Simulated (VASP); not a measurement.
# SiC (Cm) in VASP: notebook

The runs below take SiC through single point, with PBEsol.

Program: VASP 6.6.1. These are calculated values, not measurements. Logs are shortened: lines on timing, memory, paths and dates and some standing lists are left out, and cuts for length are marked.

## 1. The cell of the first run

The structure is monoclinic, space group Cm (No. 8). Conventional cell: a = 5.336 Å, b = 3.081 Å, c = 3.081 Å, α = 90.00°, β = 125.26°, γ = 90.00°. Si (site symmetry m) has 4 C at 1.83 to 1.95 Å within 2.4 Å. C (site symmetry m) has 4 Si at 1.83 to 1.95 Å within 2.4 Å.

## 2. Single point, PBEsol (mode 4 frozen in at -0.036 Å and mode 5 at -0.036 Å (largest displacements))

INCAR

```
ALGO     = Normal         # electronic algorithm
EDIFF    = 1E-6           # SCF threshold, eV
ENCUT    = 520            # plane-wave cutoff, eV
GGA      = PS             # functional
ISIF     = 2              # what is computed and relaxed
ISMEAR   = 0              # smearing method
LASPH    = T              # aspherical terms in the spheres
LCHARG   = F              # write CHGCAR
LREAL    = F              # projectors in reciprocal space
LWAVE    = F              # write WAVECAR
NBANDS   = 11             # bands
NELM     = 80             # most SCF steps
PREC     = Accurate       # precision mode
SIGMA    = 0.05           # smearing width, eV
```

KPOINTS

```
k-points
0
Gamma
  10 10 10
```

POSCAR

```
SiC
1.0
    0.0000000000      2.1783895848      2.1783895848
    2.1783895848      0.0000000000      2.1783895848
    2.1783895848      2.1783895848      0.0000000000
Si C
1 1
Direct
    0.0000000000      0.0070675955      0.0000000000
    0.7500000000      0.7334740304      0.7500000000
```

Potentials or basis: VASP PAW PBE potentials, release 64 (Si, C).

Command:

```bash
$ cat potpaw_PBE.64/Si/POTCAR potpaw_PBE.64/C/POTCAR > POTCAR
$ mpirun -np 1 vasp_std > vasp.out
```

OUTCAR:

```text
EDIFF = 1E-6
   ENCUT = 520
   GGA = PS
   ISIF = 2
   ISMEAR = 0
   LASPH = T
   LREAL = F
   NELM = 80
   PREC = Accurate

 ion  position               nearest neighbor table
   1  0.000  0.007  0.000-   2 1.83   2 1.89   2 1.89   2 1.95
   2  0.750  0.733  0.750-   1 1.83   1 1.89   1 1.89   1 1.95

  LATTYP: Found a face centered cubic cell.
 ALAT       =     4.3567791696

  Lattice vectors:

 A1 = (   0.0000000000,   2.1783895848,   2.1783895848)
 A2 = (   2.1783895848,   0.0000000000,   2.1783895848)
 A3 = (   2.1783895848,   2.1783895848,   0.0000000000)

Analysis of symmetry for initial positions (statically):
=====================================================================
 Subroutine PRICEL returns:
 Original cell was already a primitive cell.

 Routine SETGRP: Setting up the symmetry group for a
 face centered cubic supercell.

 Subroutine GETGRP returns: Found  2 space group operations
 (whereof  2 operations were pure point group operations)
 out of a pool of 48 trial point group operations.

The static configuration has the point symmetry C_1h.

Analysis of symmetry for dynamics (positions and initial velocities):
=====================================================================
 Subroutine PRICEL returns:
 Original cell was already a primitive cell.

 Routine SETGRP: Setting up the symmetry group for a
 face centered cubic supercell.

 Subroutine GETGRP returns: Found  2 space group operations
 (whereof  2 operations were pure point group operations)
 out of a pool of 48 trial point group operations.

The dynamic configuration has the point symmetry C_1h.

 Subroutine INISYM returns: Found  2 space group operations
 (whereof  2 operations are pure point group operations),
 and found     1 'primitive' translations

----------------------------------------------------------------------------------------

                                     Primitive cell

  volume of cell :      20.6746

  direct lattice vectors                    reciprocal lattice vectors
     0.000000000  2.178389585  2.178389585    -0.229527355  0.229527355  0.229527355
     2.178389585  0.000000000  2.178389585     0.229527355 -0.229527355  0.229527355
     2.178389585  2.178389585  0.000000000     0.229527355  0.229527355 -0.229527355

  length of vectors
     3.080708095  3.080708095  3.080708095     0.397553041  0.397553041  0.397553041

  position of ions in fractional coordinates (direct lattice)
     0.000000000  0.007067595  0.000000000
     0.750000000  0.733474030  0.750000000

  ion indices of the primitive-cell ions
   primitive index   ion index
                 1           1
                 2           2

----------------------------------------------------------------------------------------

 KPOINTS: k-points

Automatic generation of k-mesh.
 Grid dimensions read from file:
 generate k-points for:   10   10   10

 Generating k-lattice:

  Cartesian coordinates                     Fractional coordinates (reciprocal lattice)
    -0.022952736  0.022952736  0.022952736     0.100000000  0.000000000  0.000000000
     0.022952736 -0.022952736  0.022952736     0.000000000  0.100000000  0.000000000
     0.022952736  0.022952736 -0.022952736     0.000000000  0.000000000  0.100000000

  Length of vectors
     0.039755304  0.039755304  0.039755304

  Shift w.r.t. Gamma in fractional coordinates (k-lattice)
     0.000000000  0.000000000  0.000000000

 Subroutine IBZKPT returns following result:
 ===========================================

 Found    282 irreducible k-points:

 Following reciprocal coordinates:
            Coordinates               Weight
  0.000000  0.000000  0.000000      1.000000
  0.100000  0.000000  0.000000      4.000000
  0.000000  0.100000  0.000000      2.000000
  0.100000  0.100000  0.100000      2.000000
  0.200000  0.000000  0.000000      4.000000
  0.000000  0.200000  0.000000      2.000000
[... 16 lines left out ...]
  0.200000  0.100000  0.200000      2.000000
  0.200000  0.200000  0.100000      4.000000
 [... further k-points ...]
   k-points           NKPTS =    282   k-points in BZ     NKDIM =    282   number of bands    NBANDS=     11
   number of dos      NEDOS =    301   number of ions     NIONS =      2
   total plane-waves  NPLWV =  13824
   dimension x,y,z NGX =    24 NGY =   24 NGZ =   24
   dimension x,y,z NGXF=    48 NGYF=   48 NGZF=   48
   ions per type =               1   1
   NGX,Y,Z   is equivalent  to a cutoff of  12.95, 12.95, 12.95 a.u.
   NGXF,Y,Z  is equivalent  to a cutoff of  25.90, 25.90, 25.90 a.u.
 SYSTEM =  unknown system
   PREC   = accura    normal or accurate (medium, high low for compatibility)
   ISTART =      0    job   : 0-new  1-cont  2-samecut
   ICHARG =      2    charge: 1-file 2-atom 10-const
   ISPIN  =      1    spin polarized calculation?
   LNONCOLLINEAR =      F non collinear calculations
   LSORBIT =      F    spin-orbit coupling
   LASPH  =      T    aspherical Exc in radial PAW
   ENCUT  =  520.0 eV  38.22 Ry    6.18 a.u.   5.73  5.73  5.73*2*pi/ulx,y,z
   NELM   =     80;   NELMIN=  2; NELMDL= -5     # of ELM steps
   EDIFF  = 0.1E-05   stopping-criterion for ELM
   LREAL  =      F    real-space projection
   EDIFFG = 0.1E-04   stopping-criterion for IOM
   NSW    =      0    number of steps for IOM
   IBRION =     -1    ionic relax: 0-MD 1-quasi-New 2-CG
   NFREE  =      0    steps in history (QN), initial steepest desc. (CG)
   ISIF   =      2    stress and relaxation
   ISYM   =      2    0-nonsym 1-usesym 2-fastsym
   POTIM  = 0.5000    time-step for ionic-motion
   TEBEG  =    0.0;   TEEND  =   0.0 temperature during run
   PSTRESS=    0.0 pullay stress
   NELECT =       8.0000    total number of electrons
   NUPDOWN=      -1.0000    fix difference up-down
   EMIN   =  10.00;   EMAX   =-10.00  energy-range for DOS
   EFERMI =   0.00;   METHOD = LEGACY
   ISMEAR =     0;   SIGMA  =   0.05  broadening in eV -4-tet -1-fermi 0-gaus
   EFERMI_NEDOS =   21; number of points for ismear=-14 and -15
   IALGO  =     38    algorithm
   IMIX   =      4    mixing-type and parameters
     AMIX     =   0.40;   BMIX     =  1.00
     AMIX_MAG =   1.60;   BMIX_MAG =  1.00
  volume/ion in A,a.u.               =      10.34        69.76
  Fermi-wavevector in a.u.,A,eV,Ry     =   1.192960  2.254368 19.363185  1.423154
  Thomas-Fermi vector in A             =   2.328986
   LORBIT       =      0    0 simple, 1 ext, 2 COOP (PROOUT), +10 PAW based schemes
   GGA     = PS    functional components
   LHFCALC =     F    Hartree Fock is set to
   AEXX    =    0.0000 exact exchange contribution
   IVDW    =     0    specifies the selected vdW correction
   LEPSILON=     F    determine dielectric tensor
   LRPA    =     F    only Hartree local field effects (RPA)
 non-spin polarized calculation
 Gauss-broadening in eV      SIGMA  =   0.05
  energy-cutoff  :      520.00
  volume of cell :       20.67
 maximum number of plane-waves:       568
   NGX = 11   NGY = 11   NGZ = 11

 number of electron       8.0000000 magnetization

 Free energy of the ion-electron system (eV)
  ---------------------------------------------------
  ext. energy  EPLUGINS =         0.00000000
  ---------------------------------------------------
  free energy    TOTEN  =       -15.86411696 eV

  energy without entropy =      -15.86411696  energy(sigma->0) =      -15.86411696

 E-fermi :   8.6493     XC(G=0): -11.5084

 val. band max:        8.3942450974   @ k =   0.0000   0.0000   0.0000
 cond. band min:       9.2837527828   @ k =   0.5000   0.0000   0.5000
 fundamental gap:      0.8895076854
 Fermi energy:         8.6492650197

 k-point     1 :       0.0000    0.0000    0.0000
  band No.  band energies     occupation
      1      -7.3685      2.00000
      2       7.7114      2.00000
      3       8.0674      2.00000
      4       8.3942      2.00000
      5      14.2377      0.00000
      6      15.1978      0.00000
      7      15.2984      0.00000
      8      15.4754      0.00000
      9      22.5142      0.00000
     10      22.5165      0.00000
     11      24.3128      0.00000

 k-point     2 :       0.1000    0.0000    0.0000
  band No.  band energies     occupation
      1      -7.1723      2.00000
      2       6.9987      2.00000
      3       7.6793      2.00000
      4       8.2160      2.00000
      5      14.4869      0.00000
      6      15.3551      0.00000
      7      15.5611      0.00000
      8      15.8160      0.00000
      9      21.5327      0.00000
     10      21.5673      0.00000
     11      24.1162      0.00000

 k-point     3 :       0.0000    0.1000    0.0000
  band No.  band energies     occupation
      1      -7.1713      2.00000
      2       6.7698      2.00000
      3       7.9236      2.00000
      4       8.2370      2.00000
      5      14.4657      0.00000
      6      15.4218      0.00000
      7      15.5959      0.00000
      8      15.7381      0.00000
      9      21.4454      0.00000
     10      21.4731      0.00000
     11      24.2486      0.00000

 k-point     4 :       0.1000    0.1000    0.1000
  band No.  band energies     occupation
      1      -7.1734      2.00000
      2       7.2626      2.00000
      3       7.6447      2.00000
      4       7.9414      2.00000
      5      14.5313      0.00000
      6      15.4673      0.00000
      7      15.4897      0.00000
      8      15.7369      0.00000
      9      21.6280      0.00000
     10      21.6379      0.00000
     11      23.9766      0.00000
[... 239 lines left out ...]
 k-point    22 :       0.1000    0.1000   -0.1000
  band No.  band energies     occupation
      1      -6.6534      2.00000
      2       5.5733      2.00000
      3       6.9429      2.00000
      4       7.7366      2.00000
      5      14.0971      0.00000
      6      15.2984      0.00000
      7      16.5992      0.00000
      8      16.8354      0.00000
      9      19.3754      0.00000
     10      22.4260      0.00000
     11      24.7167      0.00000

 k-point    23 :       0.2000    0.1000    0.2000
  band No.  band energies     occupation
      1      -6.6578      2.00000
      2       5.8712      2.00000
      3       7.1203      2.00000
      4       7.1703      2.00000
      5      14.0985      0.00000
      6      15.5398      0.00000
      7      16.4990      0.00000
      8      16.5628      0.00000
      9      19.5289      0.00000
     10      22.7136      0.00000
     11      24.6813      0.00000

 k-point    24 :       0.2000    0.2000    0.1000
  band No.  band energies     occupation
      1      -6.6568      2.00000
      2       5.8070      2.00000
      3       6.9446      2.00000
      4       7.4292      2.00000
      5      14.0977      0.00000
      6      15.4597      0.00000
      7      16.5045      0.00000
      8      16.6972      0.00000
      9      19.4758      0.00000
     10      22.6343      0.00000
     11      24.6106      0.00000

 [... further k-points ...]
[... 5 lines left out ...]
  --------------------------------------------------------------------------------------
  -------------------------------------------------------------------------------------
  Total        0.1057684      0.1708972      0.1057684     -0.4482542     -0.4482542      0.1024348
  in kB        8.1965250     13.2436838      8.1965250    -34.7374812    -34.7374812      7.9381901
  external PRESSURE =       9.8789113 kB  Pullay stress =       0.0000000 kB

 VOLUME and BASIS-vectors are now :
 -----------------------------------------------------------------------------
  energy-cutoff  :      520.00
  volume of cell :       20.67
      direct lattice vectors                 reciprocal lattice vectors
     0.000000000  2.178389585  2.178389585    -0.229527355  0.229527355  0.229527355
     2.178389585  0.000000000  2.178389585     0.229527355 -0.229527355  0.229527355
     2.178389585  2.178389585  0.000000000     0.229527355  0.229527355 -0.229527355

 POSITION                                       TOTAL-FORCE (eV/Angst)
 -----------------------------------------------------------------------------------
      0.01540      0.00000      0.01540        -0.991221      0.183578     -0.991221
      3.23158      3.26758      3.23158         0.991221     -0.183578      0.991221
 -----------------------------------------------------------------------------------
    total drift:                                0.000017     -0.000005      0.000017

  FREE ENERGIE OF THE ION-ELECTRON SYSTEM (eV)
  ---------------------------------------------------
  free  energy   TOTEN  =       -15.8641169631 eV

  energy  without entropy=      -15.8641169631  energy(sigma->0) =      -15.86411696
```

Wall time 76 s (1 thread of AMD EPYC 7R43 (Zen 3), shared host); peak memory 0.15 GiB.

What came out:

```yaml
Free_energy: -15.8641 eV
Pressure: 1.0 GPa
Largest_force: 1.414 eV/Å
Band_gap_on_the_k_mesh: 0.89 eV, indirect (least direct gap 4.31 eV)
```

Forces in eV/Å, atoms in the order of the input:
```
Si  -0.991  0.184 -0.991
C    0.991 -0.184  0.991
```

Caveat: the cell differs from its parent crystal (mode 4 frozen in at -0.036 Å and mode 5 at -0.036 Å (largest displacements)); the PAW data sets were made with another functional, which shifts forces and pressure a little.

(Part 1 of 2 ends here.)
